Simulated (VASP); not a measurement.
# WS2: single point with PBE+D3(BJ)

Crystal: WS2.

```
W S
1.0
     3.18000    0.00000    0.00000
    -1.59000    2.75396    0.00000
     0.00000    0.00000   12.50000
W S
2 4
Direct
  0.33333 0.66667 0.25000
  0.66667 0.33333 0.75000
  0.33333 0.66667 0.62000
  0.66667 0.33333 0.12000
  0.33333 0.66667 0.88000
  0.66667 0.33333 0.38000
```

```json
{"Program": "VASP 6.6.1", "Task": "single point", "Functional": "PBE", "Dispersion": "D3(BJ)", "Potentials or basis": "VASP PAW PBE potentials, release 64 (W_sv, S)", "Cutoff": "520 eV", "k mesh": "12 × 12 × 4", "Occupations": "gaussian, width 0.05 eV", "Spin": "no spin polarisation", "Dipole correction": "no", "Further INCAR settings": "ALGO = Normal; EDIFF = 1e-06; NBANDS = 35"}
```

```
Pressure                   : -7.5 GPa
Largest force              : 1.047 eV/Å
Band gap on the k mesh     : 1.01 eV, indirect (least direct gap 1.87 eV)
Dispersion energy per atom : -0.415 eV
```

Forces on the atoms (eV/Å):
```
W    0.000  0.000  0.000
W    0.000  0.000  0.000
S    0.000  0.000  1.047
S    0.000  0.000  1.047
S    0.000  0.000 -1.047
S    0.000  0.000 -1.047
```

Stress tensor (GPa, compression positive):
```
 -5.86   0.00   0.00
  0.00  -5.86   0.00
  0.00   0.00 -10.87
```

Levels at points of the mesh, in eV from the valence-band top:
```
           k point  band 22  band 23  band 24  band 25  band 26  band 27  band 28  band 29  band 30  band 31
(0.00, 0.00, 0.00)    -1.79    -1.79    -1.41    -1.13     0.00     2.32     2.32     2.40     2.40     2.42
(0.50, 0.00, 0.00)    -2.63    -1.68    -1.50    -1.46    -1.33     2.45     2.49     2.61     2.96     3.11
(0.00, 0.00, 0.50)    -1.82    -1.82    -1.82    -0.29    -0.29     2.36     2.36     2.36     2.36     2.45
(0.50, 0.00, 0.50)    -2.77    -1.57    -1.57    -1.40    -1.40     2.47     2.47     2.81     2.81     3.45
```

It took 2.1 min on 1 thread of Intel(R) Xeon(R) Platinum 8375C CPU @ 2.90GHz (Ice Lake), with other jobs on the host, peak memory 0.34 GiB.

Caveat: spin-orbit coupling is left out, which moves the levels of the heavy elements; forces of over 1 eV/Å act on the atoms, so gaps and moduli don't describe the material at rest. Expect the measured gap to be larger: semilocal functionals such as PBE lack the derivative discontinuity.
